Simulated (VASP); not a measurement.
# Ni (C2/c) in VASP: single point with RPBE

Aim: the single point of Ni with RPBE.

Everything below comes from runs of VASP 6.6.1. Logs are shortened: lines on timing, memory, paths and dates and some standing lists are left out, and cuts for length are marked.

### 1 The cell of the first run

The typed cell holds 2 atoms: a = 4.382 Å, b = 4.382 Å, c = 2.512 Å, α = 97.88°, β = 97.88°, γ = 147.42°.

### 2 Single point, RPBE

Input file INCAR:

```
SYSTEM = Ni
  PREC = Accurate
  ENCUT = 520
  EDIFF = 1E-6
  ISMEAR = -1
  SIGMA = 0.1
  LREAL = .FALSE.
  LASPH = .TRUE.
  NELM = 80
  ALGO = Normal
  ISIF = 2
  LWAVE = .FALSE.
  LCHARG = .FALSE.
  GGA = RP
  ISYM = 0
  NBANDS = 17
```

Input file KPOINTS:

```
regular mesh
0
G
  15 15 10
  0 0 0
```

Input file POSCAR:

```
Ni
1.0
   -2.9738389482      2.9741496474      1.2289300711
    2.9741496474     -2.9738389482      1.2289300711
    1.5494116139      1.5494116139     -1.2283610250
Ni
2
Direct
    0.0000228530      0.9999771470      0.0000000000
    0.7499771470      0.2500228530      0.5000000000
```

Potentials or basis: VASP PAW PBE potentials, release 64 (Ni).

Run with:

```sh
$ cat potpaw_PBE.64/Ni/POTCAR > POTCAR
$ mpirun -np 1 vasp_std > vasp.out
```

OUTCAR:

```text
SYSTEM = Ni
   PREC = Accurate
   ENCUT = 520
   EDIFF = 1E-6
   ISMEAR = -1
   LREAL = .FALSE.
   LASPH = .TRUE.
   NELM = 80
   ISIF = 2
   GGA = RP
   ISYM = 0

 ion  position               nearest neighbor table
   1  0.000  1.000  0.000-   2 2.45   2 2.45   2 2.45   2 2.45   2 3.00   2 3.00   2 3.00   2 3.00

   2  0.750  0.250  0.500-   1 2.45   1 2.45   1 2.45   1 2.45   1 3.00   1 3.00   1 3.00   1 3.00

IMPORTANT INFORMATION: All symmetrisations will be switched off!
NOSYMM: (Re-)initialisation of all symmetry stuff for point group C_1.

----------------------------------------------------------------------------------------

                                     Primitive cell

  volume of cell :      22.6536

  direct lattice vectors                    reciprocal lattice vectors
    -2.973838948  2.974149647  1.228930071     0.077198668  0.245322729  0.406817205
     2.974149647 -2.973838948  1.228930071     0.245322729  0.077198668  0.406817205
     1.549411614  1.549411614 -1.228361025     0.322670807  0.322670807 -0.000081578

  length of vectors
     4.381729491  4.381729491  2.512015825     0.481293168  0.481293168  0.456325439

  position of ions in fractional coordinates (direct lattice)
     0.000022853  0.999977147  0.000000000
     0.749977147  0.250022853  0.500000000

  ion indices of the primitive-cell ions
   primitive index   ion index
                 1           1
                 2           2

----------------------------------------------------------------------------------------

 KPOINTS: regular mesh

Automatic generation of k-mesh.
 Grid dimensions read from file:
 generate k-points for:   15   15   10

 Generating k-lattice:

  Cartesian coordinates                     Fractional coordinates (reciprocal lattice)
     0.005146578  0.016354849  0.027121147     0.066666667  0.000000000  0.000000000
     0.016354849  0.005146578  0.027121147     0.000000000  0.066666667  0.000000000
     0.032267081  0.032267081 -0.000008158    -0.000000000 -0.000000000  0.100000000

  Length of vectors
     0.032086211  0.032086211  0.045632544

  Shift w.r.t. Gamma in fractional coordinates (k-lattice)
     0.000000000  0.000000000  0.000000000

 Subroutine IBZKPT returns following result:
 ===========================================

 Found   1126 irreducible k-points:

 Following reciprocal coordinates:
            Coordinates               Weight
[... 35 lines left out ...]
   ISTART =      0    job   : 0-new  1-cont  2-samecut
   ICHARG =      2    charge: 1-file 2-atom 10-const
   ISPIN  =      1    spin polarized calculation?
   LNONCOLLINEAR =      F non collinear calculations
   LSORBIT =      F    spin-orbit coupling
   LASPH  =      T    aspherical Exc in radial PAW
   ENCUT  =  520.0 eV  38.22 Ry    6.18 a.u.   8.15  8.15  4.67*2*pi/ulx,y,z
   NELM   =     80;   NELMIN=  2; NELMDL= -5     # of ELM steps
   EDIFF  = 0.1E-05   stopping-criterion for ELM
   LREAL  =      F    real-space projection
   EDIFFG = 0.1E-04   stopping-criterion for IOM
   NSW    =      0    number of steps for IOM
   IBRION =     -1    ionic relax: 0-MD 1-quasi-New 2-CG
   NFREE  =      0    steps in history (QN), initial steepest desc. (CG)
   ISIF   =      2    stress and relaxation
   ISYM   =      0    0-nonsym 1-usesym 2-fastsym
   POTIM  = 0.5000    time-step for ionic-motion
   TEBEG  =    0.0;   TEEND  =   0.0 temperature during run
   PSTRESS=    0.0 pullay stress
   NELECT =      20.0000    total number of electrons
   NUPDOWN=      -1.0000    fix difference up-down
   EMIN   =  10.00;   EMAX   =-10.00  energy-range for DOS
   EFERMI =   0.00;   METHOD = LEGACY
   ISMEAR =    -1;   SIGMA  =   0.10  broadening in eV -4-tet -1-fermi 0-gaus
   EFERMI_NEDOS =   21; number of points for ismear=-14 and -15
   IALGO  =     38    algorithm
   IMIX   =      4    mixing-type and parameters
     AMIX     =   0.40;   BMIX     =  1.00
     AMIX_MAG =   1.60;   BMIX_MAG =  1.00
  volume/ion in A,a.u.               =      11.33        76.44
  Fermi-wavevector in a.u.,A,eV,Ry     =   1.570504  2.967822 33.558522  2.466482
  Thomas-Fermi vector in A             =   2.672227
   LORBIT       =      0    0 simple, 1 ext, 2 COOP (PROOUT), +10 PAW based schemes
   GGA     = RP    functional components
   LHFCALC =     F    Hartree Fock is set to
   AEXX    =    0.0000 exact exchange contribution
   IVDW    =     0    specifies the selected vdW correction
   LEPSILON=     F    determine dielectric tensor
   LRPA    =     F    only Hartree local field effects (RPA)
 non-spin polarized calculation
  energy-cutoff  :      520.00
  volume of cell :       22.65
 maximum number of plane-waves:       622
 NGX is ok and might be reduce to    36
   NGX = 17   NGY = 17   NGZ =  9

 number of electron      19.9999989 magnetization

 Free energy of the ion-electron system (eV)
  ---------------------------------------------------
  ext. energy  EPLUGINS =         0.00000000
  ---------------------------------------------------
  free energy    TOTEN  =        -9.74261940 eV

  energy without entropy =       -9.56939717  energy(sigma->0) =       -9.65600828

 E-fermi :   8.8115     XC(G=0): -12.8849

 val. band max:        8.8112947572   @ k =  -0.2000   0.4667   0.1000
 cond. band min:       8.8123295551   @ k =  -0.2667   0.2667   0.0000
 fundamental gap:      0.0010347979
 Fermi energy:         8.8115014951

 k-point     1 :       0.0000    0.0000    0.0000
  band No.  band energies     occupation
      1       0.2325      2.00000
      2       4.5892      2.00000
      3       6.6574      2.00000
      4       6.9504      2.00000
      5       7.3300      2.00000
      6       7.3471      2.00000
[... 457 lines left out ...]
      4       6.5299      2.00000
      5       6.9549      2.00000
      6       7.4660      2.00000
[... 9 lines left out ...]
     16      25.2533      0.00000
     17      28.2961      0.00000

 [... further k-points ...]
[... 5 lines left out ...]
  --------------------------------------------------------------------------------------
  -------------------------------------------------------------------------------------
  Total        0.0136004      0.0135979      0.0031271      0.0093252      0.0007429      0.0007437
  in kB        0.9618906      0.9617096      0.2211636      0.6595274      0.0525406      0.0526004
  external PRESSURE =       0.7149213 kB  Pullay stress =       0.0000000 kB

 VOLUME and BASIS-vectors are now :
 -----------------------------------------------------------------------------
  energy-cutoff  :      520.00
  volume of cell :       22.65
      direct lattice vectors                 reciprocal lattice vectors
    -2.973838948  2.974149647  1.228930071     0.077198668  0.245322729  0.406817205
     2.974149647 -2.973838948  1.228930071     0.245322729  0.077198668  0.406817205
     1.549411614  1.549411614 -1.228361025     0.322670807  0.322670807 -0.000081578

 POSITION                                       TOTAL-FORCE (eV/Angst)
 -----------------------------------------------------------------------------------
      2.97401     -2.97370      1.22893         0.000055     -0.000056      0.000001
     -0.71200      2.26172      0.61475        -0.000055      0.000056     -0.000001
 -----------------------------------------------------------------------------------
    total drift:                               -0.000003      0.000003      0.000001

  FREE ENERGIE OF THE ION-ELECTRON SYSTEM (eV)
  ---------------------------------------------------
  free  energy   TOTEN  =        -9.7426193975 eV

  energy  without entropy=       -9.5693971678  energy(sigma->0) =       -9.65600828
```

OSZICAR:

```text
N       E                     dE             d eps       ncg     rms          rms(c)
DAV:   1     0.903185050655E+02    0.90319E+02   -0.93305E+03 40212   0.166E+03
DAV:   2    -0.839178607486E+01   -0.98710E+02   -0.92810E+02 38461   0.254E+02
DAV:   3    -0.115225948497E+02   -0.31308E+01   -0.30558E+01 43294   0.602E+01
DAV:   4    -0.115625022682E+02   -0.39907E-01   -0.39888E-01 48468   0.572E+00
DAV:   5    -0.115633328672E+02   -0.83060E-03   -0.83056E-03 43427   0.740E-01    0.127E+01
DAV:   6    -0.104110791466E+02    0.11523E+01   -0.10082E+01 39854   0.668E+01    0.844E+00
DAV:   7    -0.977150991372E+01    0.63957E+00   -0.22208E+00 39923   0.283E+01    0.234E+00
DAV:   8    -0.974563229955E+01    0.25878E-01   -0.14743E-02 58347   0.195E+00    0.697E-01
DAV:   9    -0.974537659788E+01    0.25570E-03   -0.11707E-02 57878   0.180E+00    0.726E-01
DAV:  10    -0.974259349385E+01    0.27831E-02   -0.65520E-03 57613   0.140E+00    0.787E-02
DAV:  11    -0.974262015015E+01   -0.26656E-04   -0.14567E-04 40309   0.127E-01    0.388E-02
DAV:  12    -0.974261939752E+01    0.75264E-06   -0.45471E-06 47904   0.254E-02
   1 F= -.97426194E+01 E0= -.96560083E+01  d E =-.173222E+00
```

Wall time 14 min (1 thread of Oxide Virtual Turin-like, shared host); peak memory 0.43 GiB.

Results:

| Item | Value |
| --- | --- |
| Free energy | -9.7426 eV |
| Pressure | 0.1 GPa |
| Band gap on the k mesh | zero (band 10 reaches 8.99 eV, above the bottom of band 11 at 8.31 eV) |

Stress tensor (GPa, compression positive):
```
0.10 0.07 0.01
0.07 0.10 0.01
0.01 0.01 0.02
```

Caveat: the PAW data sets were made with another functional, which shifts forces and pressure a little; the run has no spin polarisation, though such a crystal can be magnetic. Spin polarisation is off, so any magnetic state and its effect on volume and gap are missing.
